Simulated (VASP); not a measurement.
# Ag in VASP: single point with PBE+D3(BJ)

Aim: the single point of Ag with PBE+D3(BJ).

All numbers are computed with VASP 6.6.1; they aren't measurements. Logs are shortened: lines on timing, memory, paths and dates and some standing lists are left out, and cuts for length are marked.

### 1 The cell of the first run

The cell holds a slab with vacuum, 12 atoms: a = 5.761 Å, b = 5.761 Å, c = 22.704 Å, α = 90.00°, β = 90.00°, γ = 120.00°.

### 2 Single point, PBE+D3(BJ)

The input, INCAR:

```
PREC = Accurate ; ENCUT = 520
EDIFF = 1E-7 ; ISMEAR = 0
SIGMA = 0.1 ; LREAL = F
LASPH = T ; NELM = 60
ALGO = Normal ; ISIF = 2
LWAVE = F ; LCHARG = T
LDIPOL = T ; IDIPOL = 3
DIPOL = 0.5 0.5 0.459 ; GGA = PE
IVDW = 12 ; LELF = T
LVHAR = T ; LVACPOTAV = T
NBANDS = 78
```

The input, KPOINTS:

```
Automatic mesh
0
Gamma
  4 4 1
```

The input, POSCAR:

```
Ag
1.0
    5.7606628207      0.0000000000      0.0000000000
   -2.8803314104      4.9888803454      0.0000000000
    0.0000000000      0.0000000000     22.7035614970
Ag
12
Direct
    0.3333333333      0.1666666667      0.3523676231
    0.3333333333      0.6666666667      0.3523676231
    0.8333333333      0.1666666667      0.3523676231
    0.8333333333      0.6666666667      0.3523676231
    0.6735663130      0.3276466834      0.4674517658
    0.6615020621      0.8312115760      0.4547802038
    0.1695355132      0.3389488124      0.4547436929
    0.1672585163      0.8336121456      0.4628201823
   -0.0189415077      0.5247175199      0.5762505387
   -0.0335013074      0.0338483006      0.5541509973
    0.4891887829      0.5111191552      0.5572807476
    0.4783064389      0.0221014309      0.5763196843
```

Potentials or basis: VASP PAW PBE potentials, release 64 (Ag).

On the command line:

```bash
$ cat potpaw_PBE.64/Ag/POTCAR > POTCAR
$ mpirun -np 1 vasp_std > vasp.out
```

OUTCAR:

```text
PREC = Accurate
   ENCUT = 520
   EDIFF = 1E-7
   ISMEAR = 0
   LREAL = F
   LASPH = T
   NELM = 60
   ISIF = 2
   GGA = PE
   IVDW = 12
 IVDW          = 12

 ion  position               nearest neighbor table
   1  0.333  0.167  0.352-   7 2.87   3 2.88   3 2.88   4 2.88   4 2.88   2 2.88   2 2.88   8 3.01
                             5 3.12
   2  0.333  0.667  0.352-   7 2.84   6 2.84   4 2.88   4 2.88   3 2.88   3 2.88   1 2.88   1 2.88
                             8 3.01
   3  0.833  0.167  0.352-   6 2.86   7 2.87   1 2.88   1 2.88   2 2.88   2 2.88   4 2.88   4 2.88
                             5 3.06
   4  0.833  0.667  0.352-   6 2.87   2 2.88   2 2.88   1 2.88   1 2.88   3 2.88   3 2.88   8 3.01
                             5 3.11
   5  0.674  0.328  0.467-  11 2.74   7 2.84   6 2.84   8 2.88   8 2.88  12 2.91   9 2.92   6 2.95
                             7 2.95   3 3.06   4 3.11   1 3.12  10 3.53
   6  0.662  0.831  0.455-  10 2.74  11 2.82   7 2.83   5 2.84   2 2.84   8 2.86   3 2.86   4 2.87
                             8 2.91   7 2.93   5 2.95  12 3.33
   7  0.170  0.339  0.455-  10 2.74  11 2.82   6 2.83   5 2.84   2 2.84   8 2.86   1 2.87   3 2.87
                             8 2.91   6 2.93   5 2.95   9 3.33
   8  0.167  0.834  0.463-   6 2.86   7 2.86  10 2.88   5 2.88   5 2.88   7 2.91   6 2.91   9 3.01
                             2 3.01   1 3.01   4 3.01  12 3.01
   9  0.981  0.525  0.576-  11 2.83  10 2.83  12 2.86  12 2.90   5 2.92  11 3.00   8 3.01  10 3.02
                             7 3.33
  10  0.966  0.034  0.554-   6 2.74   7 2.74  12 2.82   9 2.83   8 2.88  11 2.89  11 2.89   9 3.02
                            12 3.02   5 3.53
  11  0.489  0.511  0.557-   5 2.74  12 2.82   7 2.82   6 2.82   9 2.83  10 2.89  10 2.89   9 3.00
                            12 3.01
  12  0.478  0.022  0.576-  11 2.82  10 2.82   9 2.86   9 2.90   5 2.91  11 3.01   8 3.01  10 3.02
                             6 3.33

  LATTYP: Found a hexagonal cell.
 ALAT       =     5.7606628207
 C/A-ratio  =     3.9411370191

  Lattice vectors:

 A1 = (   5.7606628207,   0.0000000000,   0.0000000000)
 A2 = (  -2.8803314104,   4.9888803454,   0.0000000000)
 A3 = (   0.0000000000,   0.0000000000,  22.7035614970)

Analysis of symmetry for initial positions (statically):
=====================================================================
 Subroutine PRICEL returns:
 Original cell was already a primitive cell.

 Routine SETGRP: Setting up the symmetry group for a
 hexagonal supercell.

 Subroutine GETGRP returns: Found  1 space group operations
 (whereof  1 operations were pure point group operations)
 out of a pool of 24 trial point group operations.

The static configuration has the point symmetry C_1 .

Analysis of symmetry for dynamics (positions and initial velocities):
=====================================================================
 Subroutine PRICEL returns:
 Original cell was already a primitive cell.

 Routine SETGRP: Setting up the symmetry group for a
 hexagonal supercell.

 Subroutine GETGRP returns: Found  1 space group operations
 (whereof  1 operations were pure point group operations)
 out of a pool of 24 trial point group operations.

The dynamic configuration has the point symmetry C_1 .

 Subroutine INISYM returns: Found  1 space group operations
 (whereof  1 operations are pure point group operations),
 and found     1 'primitive' translations

----------------------------------------------------------------------------------------

                                     Primitive cell

  volume of cell :     652.4835

  direct lattice vectors                    reciprocal lattice vectors
     5.760662821  0.000000000  0.000000000     0.173591135  0.100222889  0.000000000
    -2.880331410  4.988880345  0.000000000     0.000000000  0.200445778  0.000000000
     0.000000000  0.000000000 22.703561497     0.000000000  0.000000000  0.044045953

  length of vectors
     5.760662821  5.760662821 22.703561497     0.200445778  0.200445778  0.044045953

  position of ions in fractional coordinates (direct lattice)
     0.333333333  0.166666667  0.352367623
     0.333333333  0.666666667  0.352367623
     0.833333333  0.166666667  0.352367623
     0.833333333  0.666666667  0.352367623
     0.673566313  0.327646683  0.467451766
     0.661502062  0.831211576  0.454780204
     0.169535513  0.338948812  0.454743693
     0.167258516  0.833612146  0.462820182
     0.981058492  0.524717520  0.576250539
     0.966498693  0.033848301  0.554150997
     0.489188783  0.511119155  0.557280748
     0.478306439  0.022101431  0.576319684

  ion indices of the primitive-cell ions
   primitive index   ion index
                 1           1
                 2           2
                 3           3
                 4           4
                 5           5
                 6           6
                 7           7
                 8           8
                 9           9
                10          10
                11          11
                12          12

----------------------------------------------------------------------------------------

 KPOINTS: Automatic mesh

Automatic generation of k-mesh.
 Grid dimensions read from file:
 generate k-points for:    4    4    1

 Generating k-lattice:

  Cartesian coordinates                     Fractional coordinates (reciprocal lattice)
     0.043397784  0.025055722  0.000000000     0.250000000  0.000000000  0.000000000
     0.000000000  0.050111444  0.000000000     0.000000000  0.250000000  0.000000000
     0.000000000  0.000000000  0.044045953     0.000000000  0.000000000  1.000000000

  Length of vectors
     0.050111444  0.050111444  0.044045953

  Shift w.r.t. Gamma in fractional coordinates (k-lattice)
     0.000000000  0.000000000  0.000000000

 Subroutine IBZKPT returns following result:
 ===========================================

 Found     10 irreducible k-points:

 Following reciprocal coordinates:
            Coordinates               Weight
  0.000000  0.000000  0.000000      1.000000
  0.250000 -0.000000  0.000000      2.000000
  0.000000  0.250000  0.000000      2.000000
 -0.250000  0.250000  0.000000      2.000000
  0.500000 -0.000000  0.000000      1.000000
  0.000000  0.500000  0.000000      1.000000
  0.500000  0.500000  0.000000      1.000000
  0.250000  0.250000  0.000000      2.000000
 -0.250000  0.500000  0.000000      2.000000
  0.500000  0.250000  0.000000      2.000000
   k-points           NKPTS =     10   k-points in BZ     NKDIM =     10   number of bands    NBANDS=     78
   number of dos      NEDOS =    301   number of ions     NIONS =     12
   total plane-waves  NPLWV = 414720
   dimension x,y,z NGX =    48 NGY =   48 NGZ =  180
   dimension x,y,z NGXF=    96 NGYF=   96 NGZF=  360
   ions per type =              12
   NGX,Y,Z   is equivalent  to a cutoff of  13.85, 13.85, 13.18 a.u.
   NGXF,Y,Z  is equivalent  to a cutoff of  27.70, 27.70, 26.36 a.u.
 SYSTEM =  unknown system
   PREC   = accura    normal or accurate (medium, high low for compatibility)
   ISTART =      0    job   : 0-new  1-cont  2-samecut
   ICHARG =      2    charge: 1-file 2-atom 10-const
   ISPIN  =      1    spin polarized calculation?
   LNONCOLLINEAR =      F non collinear calculations
   LSORBIT =      F    spin-orbit coupling
   LASPH  =      T    aspherical Exc in radial PAW
   ENCUT  =  520.0 eV  38.22 Ry    6.18 a.u.  10.71 10.71 42.21*2*pi/ulx,y,z
   NELM   =     60;   NELMIN=  2; NELMDL= -5     # of ELM steps
   EDIFF  = 0.1E-06   stopping-criterion for ELM
   LREAL  =      F    real-space projection
   EDIFFG = 0.1E-05   stopping-criterion for IOM
   NSW    =      0    number of steps for IOM
   IBRION =     -1    ionic relax: 0-MD 1-quasi-New 2-CG
   NFREE  =      0    steps in history (QN), initial steepest desc. (CG)
   ISIF   =      2    stress and relaxation
   ISYM   =      2    0-nonsym 1-usesym 2-fastsym
   POTIM  = 0.5000    time-step for ionic-motion
   TEBEG  =    0.0;   TEEND  =   0.0 temperature during run
   PSTRESS=    0.0 pullay stress
   NELECT =     132.0000    total number of electrons
   NUPDOWN=      -1.0000    fix difference up-down
   EMIN   =  10.00;   EMAX   =-10.00  energy-range for DOS
   EFERMI =   0.00;   METHOD = LEGACY
   ISMEAR =     0;   SIGMA  =   0.10  broadening in eV -4-tet -1-fermi 0-gaus
   EFERMI_NEDOS =   21; number of points for ismear=-14 and -15
   IALGO  =     38    algorithm
   IMIX   =      4    mixing-type and parameters
     AMIX     =   0.40;   BMIX     =  1.00
     AMIX_MAG =   1.60;   BMIX_MAG =  1.00
  volume/ion in A,a.u.               =      54.37       366.93
  Fermi-wavevector in a.u.,A,eV,Ry     =   0.961043  1.816109 12.566399  0.923604
  Thomas-Fermi vector in A             =   2.090381
   LORBIT       =      0    0 simple, 1 ext, 2 COOP (PROOUT), +10 PAW based schemes
   GGA     = PE    functional components
   LHFCALC =     F    Hartree Fock is set to
   AEXX    =    0.0000 exact exchange contribution
   IVDW    =    12    specifies the selected vdW correction
   LEPSILON=     F    determine dielectric tensor
   LRPA    =     F    only Hartree local field effects (RPA)
 non-spin polarized calculation
 Gauss-broadening in eV      SIGMA  =   0.10
  energy-cutoff  :      520.00
  volume of cell :      652.48
 maximum number of plane-waves:     17593
 NGX is ok and might be reduce to    48
   NGX = 21   NGY = 21   NGZ = 85

 dipolmoment           0.000000      0.000000      0.060655 electrons x Angstroem

 number of electron     131.9999999 magnetization

 dipolmoment           0.000000      0.000000     -0.005166 electrons x Angstroem

 Free energy of the ion-electron system (eV)
  ---------------------------------------------------
  ext. energy  EPLUGINS =         0.00000000
  ---------------------------------------------------
  free energy    TOTEN  =       -29.42875884 eV

  energy without entropy =      -29.38240967  energy(sigma->0) =      -29.40558425

 E-fermi :  -0.4827     XC(G=0):  -4.6004

 val. band max:       -0.5504137319   @ k =   0.5000   0.5000   0.0000
 cond. band min:      -0.4568524750   @ k =   0.2500  -0.0000   0.0000
 fundamental gap:      0.0935612569
 Fermi energy:        -0.4827065812

 k-point     1 :       0.0000    0.0000    0.0000
  band No.  band energies     occupation
      1      -7.5554      2.00000
      2      -6.7077      2.00000
      3      -6.6698      2.00000
      4      -6.5889      2.00000
      5      -6.5677      2.00000
      6      -6.4531      2.00000
[... 70 lines left out ...]
     77       3.7755      0.00000
     78       4.0430      0.00000

 k-point     2 :       0.2500   -0.0000    0.0000
  band No.  band energies     occupation
      1      -7.1469      2.00000
      2      -6.5291      2.00000
      3      -6.4497      2.00000
      4      -6.3915      2.00000
      5      -6.3266      2.00000
      6      -6.2894      2.00000
[... 70 lines left out ...]
     77       4.4363      0.00000
     78       4.4849      0.00000
[... 565 lines left out ...]
     77       4.5941      0.00000
     78       5.2097      0.00000

 k-point    10 :       0.5000    0.2500    0.0000
  band No.  band energies     occupation
      1      -6.5192      2.00000
      2      -6.2611      2.00000
      3      -6.2112      2.00000
      4      -6.1378      2.00000
      5      -6.1084      2.00000
      6      -6.0722      2.00000
[... 70 lines left out ...]
     77       4.5942      0.00000
     78       5.2097      0.00000

------------------------ aborting loop because EDIFF is reached ----------------------------------------

 Edisp (eV)   -4.80135

 E8    (eV) :    -2.1919

  FORCE on cell =-STRESS in cart. coord.  units (eV):
  Direction    XX          YY          ZZ          XY          YZ          ZX
  --------------------------------------------------------------------------------------
  -------------------------------------------------------------------------------------
  Total      -4.63009    -4.35628    -0.32052     0.23119    -0.00037    -0.05314
  in kB     -11.36920   -10.69687    -0.78703     0.56769    -0.00091    -0.13048
  external pressure =       -7.62 kB  Pullay stress =        0.00 kB

 VOLUME and BASIS-vectors are now :
 -----------------------------------------------------------------------------
  energy-cutoff  :      520.00
  volume of cell :      652.48
      direct lattice vectors                 reciprocal lattice vectors
     5.760662821  0.000000000  0.000000000     0.173591135  0.100222889  0.000000000
    -2.880331410  4.988880345  0.000000000     0.000000000  0.200445778  0.000000000
     0.000000000  0.000000000 22.703561497     0.000000000  0.000000000  0.044045953

 POSITION                                       TOTAL-FORCE (eV/Angst)
 -----------------------------------------------------------------------------------
      1.44017      0.83148      8.00000         0.150976     -0.042849      0.177875
     -0.00000      3.32592      8.00000        -0.124254      0.073700     -0.069194
      4.32050      0.83148      8.00000        -0.136309      0.079761      0.027987
      2.88033      3.32592      8.00000         0.111997     -0.107949      0.180422
      2.93646      1.63459     10.61282         0.001453     -0.002108     -0.414306
      1.41653      4.14682     10.32513         0.026596     -0.035632     -0.162772
      0.00035      1.69098     10.32430         0.041147     -0.004487     -0.158516
     -1.43756      4.15879     10.50767        -0.053851      0.032675     -0.004483
      4.14019      2.61775     13.08294         0.150977      0.174127     -0.315118
      5.47018      0.16887     12.58120         0.367211     -0.200682      0.581222
      1.34586      2.54991     12.65226        -0.451868      0.273483      0.468331
      2.69170      0.11026     13.08451        -0.084074     -0.240041     -0.311449
 -----------------------------------------------------------------------------------
    total drift:                               -0.000357      0.000416     -0.001946

  FREE ENERGIE OF THE ION-ELECTRON SYSTEM (eV)
  ---------------------------------------------------
  free  energy   TOTEN  =       -34.2301047139 eV

  energy  without entropy=      -34.1837555456  energy(sigma->0) =      -34.20693013

 vacuum level on the upper side and lower side of the slab         4.084         4.117
```

It took 11 min on 1 thread of AMD EPYC 9R45 (Zen 5), shared host; peak memory 0.89 GiB.

What came out:

```yaml
Free_energy: -34.2301 eV
Largest_force: 0.716 eV/Å
Band_gap_on_the_k_mesh: zero (bands 66 and 67 overlap by 0.64 eV)
Dispersion_energy_per_atom: -0.400 eV
```

Forces on the atoms (eV/Å):
```
Ag   0.151 -0.043  0.178
Ag  -0.124  0.074 -0.069
Ag  -0.136  0.080  0.028
Ag   0.112 -0.108  0.180
Ag   0.001 -0.002 -0.414
Ag   0.027 -0.036 -0.163
Ag   0.041 -0.004 -0.159
Ag  -0.054  0.033 -0.004
Ag   0.151  0.174 -0.315
Ag   0.367 -0.201  0.581
Ag  -0.452  0.273  0.468
Ag  -0.084 -0.240 -0.311
```

The gap in the log of VASP goes by the Fermi energy; the results here count the filled bands.